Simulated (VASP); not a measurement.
# In2SbN3: single point with PBE

In2SbN3:

```
In Sb N
1.0
     5.54824    0.00000    0.00000
     0.00000    5.54824    0.00000
     0.00000    0.00000    4.45492
In Sb N
2 1 3
Cartesian
  0.0000 2.7741 2.2275
  2.7741 0.0000 2.2275
  0.0000 0.0000 0.0000
  2.7741 2.7741 0.5621
  2.7741 2.7741 3.8928
  0.0000 0.0000 2.2275
```

```
Program                : VASP 6.6.1
Task                   : single point
Functional             : PBE
Potentials or basis    : VASP PAW PBE potentials, release 64 (In_d, Sb, N)
Cutoff                 : 520 eV
k mesh                 : 2 × 2 × 3
Occupations            : gaussian, width 0.15 eV
Spin                   : no spin polarisation
Dipole correction      : no
Further INCAR settings : ALGO = Normal; EDIFF = 1e-07; NBANDS = 32
```

- Pressure: 0.7 GPa
- Largest force: 1.331 eV/Å
- Band gap on the k mesh: zero (band 23 reaches 5.95 eV, above the bottom of band 24 at 4.45 eV)

Forces on the atoms (eV/Å):
```
In   0.000  0.000  0.000
In   0.000  0.000  0.000
Sb   0.000  0.000  0.000
N    0.000  0.000  1.331
N    0.000  0.000 -1.331
N    0.000  0.000  0.000
```

Stress tensor (GPa, compression positive):
```
-0.05  0.00  0.00
 0.00 -0.05  0.00
 0.00  0.00  2.13
```

Levels at points of the mesh, in eV from the Fermi level:
| k point | band 18 | band 19 | band 20 | band 21 | band 22 | band 23 | band 24 | band 25 | band 26 | band 27 |
| --- | --- | --- | --- | --- | --- | --- | --- | --- | --- | --- |
| (0.00, 0.00, 0.00) | -4.84 | -3.80 | -3.80 | -3.70 | -3.49 | 1.33 | 1.33 | 1.47 | 1.47 | 2.67 |
| (0.50, 0.00, 0.00) | -5.30 | -4.78 | -3.76 | -3.66 | -0.20 | 0.96 | 1.24 | 1.31 | 1.48 | 1.77 |
| (0.50, 0.50, 0.00) | -5.40 | -5.40 | -4.70 | -0.17 | -0.17 | 0.81 | 0.81 | 0.84 | 1.37 | 1.37 |

Wall time 26 s on 1 thread of AMD EPYC 9R45 96-Core Processor (Zen 5) (shared host), peak memory 0.22 GiB.

Caveat: the k points lie up to 0.57 Å⁻¹ apart; the standard files for N, O and F lose accuracy on very short bonds; spin-orbit coupling is left out, which moves the levels of the heavy elements; forces of over 1 eV/Å act on the atoms, so gaps and moduli don't describe the material at rest.
